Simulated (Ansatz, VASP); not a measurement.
## One calculation of SnSe, two programs

The input INCAR:

```
SYSTEM = SnSe
ALGO = Normal
EDIFF = 1E-6
ENCUT = 500
GGA = PS
GGA_COMPAT = .FALSE.
ISIF = 2
ISMEAR = 0
LASPH = .TRUE.
LCHARG = .FALSE.
LREAL = .FALSE.
LWAVE = .FALSE.
NBANDS = 17
NELM = 120
PREC = Accurate
SIGMA = 0.01
```

File KPOINTS:

```
k-points
0
G
  4 4 4
  0 0 0
```

POSCAR

```
SnSe
1.0
    4.2567830000      0.0000000000      0.0000000000
    2.1283915000      3.6864822164      0.0000000000
    2.1283915000      1.2288274055      3.4756487653
Sn Se
1 1
Direct
    0.0000000000      0.0000000000      0.0000000000
    0.5000000000      0.5000000000      0.5000000000
```

Input for Ansatz:

```yaml
crystal:
  lattice:
    - [4.256783, 0.0, 0.0]
    - [2.1283915000000007, 3.686482216397734, 0.0]
    - [2.1283915000000007, 1.2288274054659116, 3.475648765251268]
  atoms:
    - { symbol: Sn, position: [0.0, 0.0, 0.0] }
    - { symbol: Se, position: [0.5000000000000001, 0.49999999999999994, 0.5] }
basis:
  ecutwfc: 435.382179935808
kpoints:
  mp_grid:
    grid: [4, 4, 4]
hamiltonian:
  xc: pbesol
scf:
  occupations:
    method: fixed
output:
  eigenvalues: true
```

Alike in both runs: task single point; functional PBEsol; k mesh 4 × 4 × 4; no spin polarisation.

```csv
,VASP,Ansatz
version,VASP 6.6.1,Ansatz 0.2.0
potentials or method,"VASP PAW PBE potentials, release 64 (Sn_d, Se), cutoff 500 eV","plane waves, PAW"
occupations,"gaussian, width 0.01 eV",fixed
valence electrons in the cell,20,30
```

|  | VASP | Ansatz | Ansatz less VASP |
| --- | --- | --- | --- |
| gap on the k mesh at the Fermi level (eV) | 0.63 | 0.63 | -0.002 |

VASP's potentials were made for PBE, not for PBEsol. VASP's potentials hold 20 valence electrons a cell and Ansatz's 30, so a difference there can come from the potentials and not from the codes.

The k mesh is coarse, so the values compare programs but aren't converged.
